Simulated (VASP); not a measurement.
TePt3W: single point with PBE

Crystal: TePt3W.

```xyz
5
Lattice="4.4900 0.0000 0.0000 0.0000 4.4900 0.0000 0.0000 0.0000 4.4900" Properties=species:S:1:pos:R:3 pbc="T T T"
Te    0.0000    0.0000    0.0000
Pt    0.0000    2.2450    2.2450
Pt    2.2450    0.0000    2.2450
Pt    2.2450    2.2450    0.0000
W     2.2450    2.2450    2.2450
```

The cell was built from a structure type or drawn by symmetry, and may not be a known phase.

| Property | Result |
| --- | --- |
| Program | VASP 6.6.1 |
| Task | single point |
| Functional | PBE |
| Potentials or basis | VASP PAW PBE potentials, release 64 (Te, Pt, W_sv) |
| Cutoff | 520 eV |
| k mesh | 4 × 4 × 4 |
| Occupations | gaussian, width 0.1 eV |
| Spin | no spin polarisation |

The pressure is 54.6 GPa and the band gap on the k mesh is zero (bands 25 and 26 overlap by 1.78 eV).

Levels at points of the mesh, in eV from the Fermi level:
```
           k point  band 21  band 22  band 23  band 24  band 25  band 26  band 27  band 28  band 29  band 30
(0.00, 0.00, 0.00)    -2.24    -2.24    -2.24    -1.56     0.51     0.51     4.15     4.15     4.15     4.20
(0.50, 0.00, 0.00)    -2.32    -2.24    -0.27    -0.10    -0.10     0.23     2.31     2.31     2.70     2.70
(0.50, 0.50, 0.00)    -2.49    -2.06    -1.72    -1.72    -0.67    -0.11     1.11     2.07     2.07     2.64
(0.50, 0.50, 0.50)    -2.38    -2.00    -2.00    -2.00    -1.13    -1.13    -0.74    -0.74    -0.74     0.03
```

Wall time 36 s on 1 thread of AMD EPYC 9R14 (Zen 4), on a shared host, peak memory 0.18 GiB.

Caveat: the cell stands under pressure; spin-orbit coupling is left out, which moves the levels of the heavy elements.
